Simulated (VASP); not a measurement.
# Al: single point with PBE+D3(BJ)

Crystal: Al.

```
Al
1.0
     2.93260    0.00000    0.00000
    -1.46630    2.53971    0.00000
     0.00000    0.00000    7.24500
Al
4
Direct
  0.00000 0.00000 0.00000
  0.33333 0.66667 0.25000
  0.00000 0.00000 0.50000
  0.66667 0.33333 0.75000
```

```json
{
  "Program": "VASP 6.6.1",
  "Task": "single point",
  "Functional": "PBE",
  "Dispersion": "D3(BJ)",
  "Potentials or basis": "VASP PAW PBE potentials, release 64 (Al)",
  "Cutoff": "520 eV",
  "k mesh": "18 × 18 × 4",
  "Occupations": "gaussian, width 0.15 eV",
  "Spin": "no spin polarisation"
}
```

The pressure is 30.8 GPa. The band gap on the k mesh is zero (band 6 reaches 17.91 eV, above the bottom of band 7 at 7.60 eV) and the dispersion energy per atom is -0.415 eV.

Stress tensor (GPa, compression positive):
```
17.79  0.00  0.00
 0.00 17.79  0.00
 0.00  0.00 56.97
```

Levels at points of the mesh, in eV from the Fermi level:
```tsv
k point	band 3	band 4	band 5	band 6	band 7	band 8	band 9	band 10
(0.00, 0.00, 0.00)	-9.71	-2.68	-0.72	7.76	7.76	8.18	8.18	9.49
(0.50, 0.00, 0.00)	-4.82	-4.58	-3.90	-3.67	2.16	2.54	3.14	3.19
(0.00, 0.00, 0.50)	-6.38	-6.38	4.00	4.00	8.26	8.26	8.26	8.26
(0.50, 0.00, 0.50)	-6.13	-6.13	-1.44	-1.44	-0.55	-0.55	3.72	3.72
```

Run time: 26 s on 1 thread of Intel(R) Xeon(R) 6975P-C (Granite Rapids) (shared host), peak memory 0.21 GiB.

Caveat: pairwise dispersion overbinds metals, which lowers pressure and volume.
